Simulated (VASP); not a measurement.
# TiAl in VASP: single point with PBEsol

Aim: the single point of TiAl with PBEsol.

Everything below comes from runs of VASP 6.6.1. Logs are shortened: lines on timing, memory, paths and dates and some standing lists are left out, and cuts for length are marked.

**1. The cell of the first run**

The cell holds a slab with vacuum, 4 atoms: a = 3.901 Å, b = 3.972 Å, c = 17.261 Å, α = 90.00°, β = 90.00°, γ = 90.00°.

**2. Single point, PBEsol (atoms taken out)**

The input, INCAR:

```
  PREC = Accurate
  ENCUT = 520
  EDIFF = 1E-6
  ISMEAR = 0
  SIGMA = 0.1
  LREAL = False
  LASPH = True
  NELM = 60
  ALGO = Normal
  ISIF = 2
  LWAVE = False
  LCHARG = False
  LDIPOL = True
  IDIPOL = 3
  DIPOL = 0.5 0.5 0.500
  GGA = PS
  NBANDS = 23
```

The input, KPOINTS:

```
regular mesh
0
Gamma
  9 9 1
```

The input, POSCAR:

```
TiAl
1.0
    3.9006678799      0.0000000000      0.0000000000
    0.0000000000      3.9724249773      0.0000000000
    0.0000000000      0.0000000000     17.2605773323
Ti Al
2 2
Direct
    0.5000000000      0.0000000000      0.4345161726
    0.0000000000      0.0000000000      0.5654838274
    0.0000000000      0.5000000000      0.4461659650
    0.5000000000      0.5000000000      0.5538340350
```

Potentials or basis: VASP PAW PBE potentials, release 64 (Ti_sv, Al).

The run is started by

```
$ cat potpaw_PBE.64/Ti_sv/POTCAR potpaw_PBE.64/Al/POTCAR > POTCAR
$ mpirun -np 1 vasp_std > vasp.out
```

OUTCAR:

```text
PREC = Accurate
   ENCUT = 520
   EDIFF = 1E-6
   ISMEAR = 0
   LREAL = False
   LASPH = True
   NELM = 60
   ISIF = 2
   GGA = PS

 ion  position               nearest neighbor table
   1  0.500  0.000  0.435-   3 2.79   3 2.79   3 2.79   3 2.79   4 2.86   4 2.86
   2  0.000  0.000  0.565-   4 2.79   4 2.79   4 2.79   4 2.79   3 2.86   3 2.86
   3  0.000  0.500  0.446-   4 2.69   4 2.69   1 2.79   1 2.79   1 2.79   1 2.79   2 2.86   2 2.86

   4  0.500  0.500  0.554-   3 2.69   3 2.69   2 2.79   2 2.79   2 2.79   2 2.79   1 2.86   1 2.86

  LATTYP: Found a simple orthorhombic cell.
 ALAT       =     3.9006678799
 B/A-ratio  =     1.0183961054
 C/A-ratio  =     4.4250312674

  Lattice vectors:

 A1 = (   3.9006678799,   0.0000000000,   0.0000000000)
 A2 = (   0.0000000000,   3.9724249773,   0.0000000000)
 A3 = (   0.0000000000,   0.0000000000,  17.2605773323)

Analysis of symmetry for initial positions (statically):
=====================================================================
 Subroutine PRICEL returns:
 Original cell was already a primitive cell.

 Routine SETGRP: Setting up the symmetry group for a
 simple orthorhombic supercell.

 Subroutine GETGRP returns: Found  8 space group operations
 (whereof  4 operations were pure point group operations)
 out of a pool of  8 trial point group operations.

The static configuration has the point symmetry C_2v.
 The point group associated with its full space group is D_2h.

Analysis of symmetry for dynamics (positions and initial velocities):
=====================================================================
 Subroutine PRICEL returns:
 Original cell was already a primitive cell.

 Routine SETGRP: Setting up the symmetry group for a
 simple orthorhombic supercell.

 Subroutine GETGRP returns: Found  8 space group operations
 (whereof  4 operations were pure point group operations)
 out of a pool of  8 trial point group operations.

The dynamic configuration has the point symmetry C_2v.
 The point group associated with its full space group is D_2h.

 Subroutine INISYM returns: Found  8 space group operations
 (whereof  4 operations are pure point group operations),
 and found     1 'primitive' translations

----------------------------------------------------------------------------------------

                                     Primitive cell

  volume of cell :     267.4546

  direct lattice vectors                    reciprocal lattice vectors
     3.900667880  0.000000000  0.000000000     0.256366353  0.000000000  0.000000000
     0.000000000  3.972424977  0.000000000     0.000000000  0.251735402  0.000000000
     0.000000000  0.000000000 17.260577332     0.000000000  0.000000000  0.057935490

  length of vectors
     3.900667880  3.972424977 17.260577332     0.256366353  0.251735402  0.057935490

  position of ions in fractional coordinates (direct lattice)
     0.500000000  0.000000000  0.434516173
     0.000000000  0.000000000  0.565483827
     0.000000000  0.500000000  0.446165965
     0.500000000  0.500000000  0.553834035

  ion indices of the primitive-cell ions
   primitive index   ion index
                 1           1
                 2           2
                 3           3
                 4           4

----------------------------------------------------------------------------------------

 KPOINTS: regular mesh

Automatic generation of k-mesh.
 Grid dimensions read from file:
 generate k-points for:    9    9    1

 Generating k-lattice:

  Cartesian coordinates                     Fractional coordinates (reciprocal lattice)
     0.028485150  0.000000000  0.000000000     0.111111111  0.000000000  0.000000000
     0.000000000  0.027970600  0.000000000     0.000000000  0.111111111  0.000000000
     0.000000000  0.000000000  0.057935490     0.000000000  0.000000000  1.000000000

  Length of vectors
     0.028485150  0.027970600  0.057935490

  Shift w.r.t. Gamma in fractional coordinates (k-lattice)
     0.000000000  0.000000000  0.000000000

 Subroutine IBZKPT returns following result:
 ===========================================

 Found     25 irreducible k-points:

 Following reciprocal coordinates:
            Coordinates               Weight
  0.000000  0.000000  0.000000      1.000000
  0.111111  0.000000  0.000000      2.000000
  0.222222  0.000000  0.000000      2.000000
  0.333333  0.000000  0.000000      2.000000
  0.444444  0.000000  0.000000      2.000000
  0.000000  0.111111  0.000000      2.000000
[... 16 lines left out ...]
  0.222222  0.444444  0.000000      4.000000
  0.333333  0.444444  0.000000      4.000000
   k-points           NKPTS =     25   k-points in BZ     NKDIM =     25   number of bands    NBANDS=     23
   number of dos      NEDOS =    301   number of ions     NIONS =      4
   total plane-waves  NPLWV = 115200
   dimension x,y,z NGX =    30 NGY =   30 NGZ =  128
   dimension x,y,z NGXF=    60 NGYF=   60 NGZF=  256
   ions per type =               2   2
   NGX,Y,Z   is equivalent  to a cutoff of  12.79, 12.55, 12.33 a.u.
   NGXF,Y,Z  is equivalent  to a cutoff of  25.57, 25.11, 24.66 a.u.
 SYSTEM =  unknown system
   PREC   = accura    normal or accurate (medium, high low for compatibility)
   ISTART =      0    job   : 0-new  1-cont  2-samecut
   ICHARG =      2    charge: 1-file 2-atom 10-const
   ISPIN  =      1    spin polarized calculation?
   LNONCOLLINEAR =      F non collinear calculations
   LSORBIT =      F    spin-orbit coupling
   LASPH  =      T    aspherical Exc in radial PAW
   ENCUT  =  520.0 eV  38.22 Ry    6.18 a.u.   7.25  7.39 32.09*2*pi/ulx,y,z
   NELM   =     60;   NELMIN=  2; NELMDL= -5     # of ELM steps
   EDIFF  = 0.1E-05   stopping-criterion for ELM
   LREAL  =      F    real-space projection
   EDIFFG = 0.1E-04   stopping-criterion for IOM
   NSW    =      0    number of steps for IOM
   IBRION =     -1    ionic relax: 0-MD 1-quasi-New 2-CG
   NFREE  =      0    steps in history (QN), initial steepest desc. (CG)
   ISIF   =      2    stress and relaxation
   ISYM   =      2    0-nonsym 1-usesym 2-fastsym
   POTIM  = 0.5000    time-step for ionic-motion
   TEBEG  =    0.0;   TEEND  =   0.0 temperature during run
   PSTRESS=    0.0 pullay stress
   NELECT =      30.0000    total number of electrons
   NUPDOWN=      -1.0000    fix difference up-down
   EMIN   =  10.00;   EMAX   =-10.00  energy-range for DOS
   EFERMI =   0.00;   METHOD = LEGACY
   ISMEAR =     0;   SIGMA  =   0.10  broadening in eV -4-tet -1-fermi 0-gaus
   EFERMI_NEDOS =   21; number of points for ismear=-14 and -15
   IALGO  =     38    algorithm
   IMIX   =      4    mixing-type and parameters
     AMIX     =   0.40;   BMIX     =  1.00
     AMIX_MAG =   1.60;   BMIX_MAG =  1.00
  volume/ion in A,a.u.               =      66.86       451.22
  Fermi-wavevector in a.u.,A,eV,Ry     =   0.789524  1.491984  8.481163  0.623348
  Thomas-Fermi vector in A             =   1.894683
   LORBIT       =      0    0 simple, 1 ext, 2 COOP (PROOUT), +10 PAW based schemes
   GGA     = PS    functional components
   LHFCALC =     F    Hartree Fock is set to
   AEXX    =    0.0000 exact exchange contribution
   IVDW    =     0    specifies the selected vdW correction
   LEPSILON=     F    determine dielectric tensor
   LRPA    =     F    only Hartree local field effects (RPA)
 non-spin polarized calculation
 Gauss-broadening in eV      SIGMA  =   0.10
  energy-cutoff  :      520.00
  volume of cell :      267.45
 maximum number of plane-waves:      7237
 NGX is ok and might be reduce to    30
   NGX = 15   NGY = 15   NGZ = 65

 number of electron      29.9999997 magnetization

 dipolmoment           0.000000      0.000000      0.000000 electrons x Angstroem

 Free energy of the ion-electron system (eV)
  ---------------------------------------------------
  ext. energy  EPLUGINS =         0.00000000
  ---------------------------------------------------
  free energy    TOTEN  =       -22.74767320 eV

  energy without entropy =      -22.71014139  energy(sigma->0) =      -22.72890730

 E-fermi :  -0.9906     XC(G=0):  -3.8879

 val. band max:       -1.0105883129   @ k =   0.2222   0.1111   0.0000
 cond. band min:      -0.9848518119   @ k =   0.3333   0.2222   0.0000
 fundamental gap:      0.0257365010
 Fermi energy:        -0.9905798258

 k-point     1 :       0.0000    0.0000    0.0000
  band No.  band energies     occupation
      1     -57.8140      2.00000
      2     -57.7847      2.00000
      3     -34.3412      2.00000
      4     -34.1994      2.00000
      5     -34.1392      2.00000
      6     -34.1160      2.00000
[... 15 lines left out ...]
     22       0.9150      0.00000
     23       1.5261      0.00000

 k-point     2 :       0.1111    0.0000    0.0000
  band No.  band energies     occupation
      1     -57.8130      2.00000
      2     -57.7855      2.00000
      3     -34.3390      2.00000
      4     -34.2123      2.00000
      5     -34.1296      2.00000
      6     -34.1149      2.00000
[... 15 lines left out ...]
     22       0.8978      0.00000
     23       1.8249      0.00000

 k-point     3 :       0.2222    0.0000    0.0000
  band No.  band energies     occupation
      1     -57.8102      2.00000
      2     -57.7878      2.00000
      3     -34.3326      2.00000
      4     -34.2378      2.00000
      5     -34.1127      2.00000
      6     -34.1117      2.00000
[... 15 lines left out ...]
     22       0.9368      0.00000
     23       2.5156      0.00000
[... 495 lines left out ...]
 k-point    23 :       0.2222    0.4444    0.0000
  band No.  band energies     occupation
      1     -57.8095      2.00000
      2     -57.7872      2.00000
      3     -34.3310      2.00000
      4     -34.2364      2.00000
      5     -34.1278      2.00000
      6     -34.1115      2.00000
[... 15 lines left out ...]
     22       0.9044      0.00000
     23       2.5173      0.00000

 k-point    24 :       0.3333    0.4444    0.0000
  band No.  band energies     occupation
      1     -57.8054      2.00000
      2     -57.7908      2.00000
      3     -34.3204      2.00000
      4     -34.2629      2.00000
      5     -34.1224      2.00000
      6     -34.1051      2.00000
[... 15 lines left out ...]
     22       1.0385      0.00000
     23       2.0820      0.00000

 [... further k-points ...]

------------------------ aborting loop because EDIFF is reached ----------------------------------------

 vacuum level on the upper side and lower side of the slab       (xc-potential included)        -0.190        -0.190

  FORCE on cell =-STRESS in cart. coord.  units (eV):
  Direction    XX          YY          ZZ          XY          YZ          ZX
  --------------------------------------------------------------------------------------
  -------------------------------------------------------------------------------------
  Total       -6.2221946     -4.0822688     -1.9410508      0.0000000      0.0000000      0.0000000
  in kB      -37.2738435    -24.4546912    -11.6277981      0.0000000      0.0000000      0.0000000
  external PRESSURE =     -24.4521109 kB  Pullay stress =       0.0000000 kB

 VOLUME and BASIS-vectors are now :
 -----------------------------------------------------------------------------
  energy-cutoff  :      520.00
  volume of cell :      267.45
      direct lattice vectors                 reciprocal lattice vectors
     3.900667880  0.000000000  0.000000000     0.256366353  0.000000000  0.000000000
     0.000000000  3.972424977  0.000000000     0.000000000  0.251735402  0.000000000
     0.000000000  0.000000000 17.260577332     0.000000000  0.000000000  0.057935490

 POSITION                                       TOTAL-FORCE (eV/Angst)
 -----------------------------------------------------------------------------------
      1.95033      0.00000      7.50000         0.000000      0.000000      0.834098
      0.00000      0.00000      9.76058         0.000000      0.000000     -0.834098
      0.00000      1.98621      7.70108         0.000000      0.000000      0.020925
      1.95033      1.98621      9.55950         0.000000      0.000000     -0.020925
 -----------------------------------------------------------------------------------
    total drift:                                0.000000     -0.000000      0.000000

  FREE ENERGIE OF THE ION-ELECTRON SYSTEM (eV)
  ---------------------------------------------------
  free  energy   TOTEN  =       -22.7476732021 eV

  energy  without entropy=      -22.7101413936  energy(sigma->0) =      -22.72890730

 vacuum level on the upper side and lower side of the slab         2.948         2.948
```

Wall time 5.4 min (1 thread of AMD EPYC 7R13, shared host); peak memory 0.37 GiB.

Results:

| Property | Result |
| --- | --- |
| Free energy | -22.7477 eV |
| Largest force | 0.834 eV/Å |
| Band gap on the k mesh | zero (bands 15 and 16 overlap by 0.41 eV) |

Forces on the atoms (eV/Å):
```
Ti   0.000  0.000  0.834
Ti   0.000  0.000 -0.834
Al   0.000  0.000  0.021
Al   0.000  0.000 -0.021
```

Caveat: the cell differs from its parent crystal (atoms taken out); the PAW data sets were made with another functional, which shifts forces and pressure a little.
